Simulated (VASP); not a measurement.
Crystal: AlN.

```
Al N
1.0
     0.00000    2.01887    2.03906
     2.01887    0.00000    2.03906
     2.01887    2.01887    0.00000
Al N
1 1
Direct
  0.00000 0.00000 0.00000
  0.50000 0.50000 0.50000
```

This cell differs from its parent crystal: uniaxial z strain +1.0%.

Base run:

```yaml
Program: VASP 6.6.1
Functional: r2SCAN
Potentials_or_basis: VASP PAW PBE potentials, release 64 (Al, N)
Cutoff: 520 eV
k_mesh: 10 × 10 × 10
Occupations: gaussian, width 0.01 eV
Spin: no spin polarisation
```

Its results: band gap on the k mesh 5.35 eV, indirect (least direct gap 6.38 eV); pressure -3.4 GPa.

Question: The run is repeated on the same cell with these changes: functional from r2SCAN to PBE; k mesh from 10 × 10 × 10 to 6 × 6 × 6. What comes out?

Answer: Band gap on the k mesh 4.47 eV, indirect (least direct gap 5.54 eV); pressure 3.5 GPa.

Several settings changed at once, so the effect can't be laid on one alone.

Caveats: some runs use coarse meshes; the PAW data sets were made with another functional, which shifts forces and pressure a little (some runs).

A k mesh can miss the band edges.
